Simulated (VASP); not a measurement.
Set up this calculation in VASP 6.6.1, as the native input.

| Item | Value |
| --- | --- |
| Task | single point |
| Functional | PBEsol |
| Potentials or basis | VASP PAW PBE potentials, release 64 (C) |
| Cutoff | 600 eV |
| k mesh | 18 × 18 × 6 |
| Occupations | gaussian, width 0.15 eV |
| Spin | no spin polarisation |
| Dipole correction | no |
| Further INCAR settings | ALGO = Normal; EDIFF = 1e-06; NBANDS = 16 |

The structure of C lies in POSCAR:

```
C
1.0
    1.2294745828     -2.1290849001      0.0000000000
    1.2294745828      2.1290849001      0.0000000000
    0.0000000000      0.0000000000      7.3778161753
C
4
Direct
   -0.0098886987      0.6633992259      0.7498448864
    0.6765320047      0.6699574681      0.2501554438
    1.0098886987      0.3366007741      0.2501551136
    0.3234679953      0.3300425319      0.7498445562
```

The input as run:

INCAR

```
SYSTEM = C
PREC     = Accurate       ! precision mode
ENCUT    = 600            ! plane-wave cutoff, eV
EDIFF    = 1E-6           ! SCF threshold, eV
ISMEAR   = 0              ! smearing method
SIGMA    = 0.15           ! smearing width, eV
LREAL    = .False.        ! projectors in reciprocal space
LASPH    = .True.         ! aspherical terms in the spheres
NELM     = 120            ! most SCF steps
ALGO     = Normal         ! electronic algorithm
ISIF     = 2              ! what is computed and relaxed
LWAVE    = .False.        ! write WAVECAR
LCHARG   = .True.         ! write CHGCAR
GGA      = PS             ! functional
LELF     = .True.         ! ELF
LVHAR    = .True.       
NBANDS   = 16             ! bands
GGA_COMPAT= .False.
```

KPOINTS

```
Automatic mesh
0
Gamma
  18 18 6
  0 0 0
```

Potentials or basis: VASP PAW PBE potentials, release 64 (C).

The run is started by

```sh
$ cat potpaw_PBE.64/C/POTCAR > POTCAR
$ mpirun -np 1 vasp_std > vasp.out
```

Results of the run:

- Pressure: 0.3 GPa
- Largest force: 0.011 eV/Å
- Band gap on the k mesh: zero (filled and empty bands touch)

Caveat: this functional lacks dispersion, which binds the layers, so the pressure and a relaxed spacing across them are unreliable; the PAW data sets were made with another functional, which shifts forces and pressure a little.

Run time: 3.9 min on 1 thread of Intel(R) Xeon(R) 6975P-C (Granite Rapids), on a shared host, peak memory 0.59 GiB.
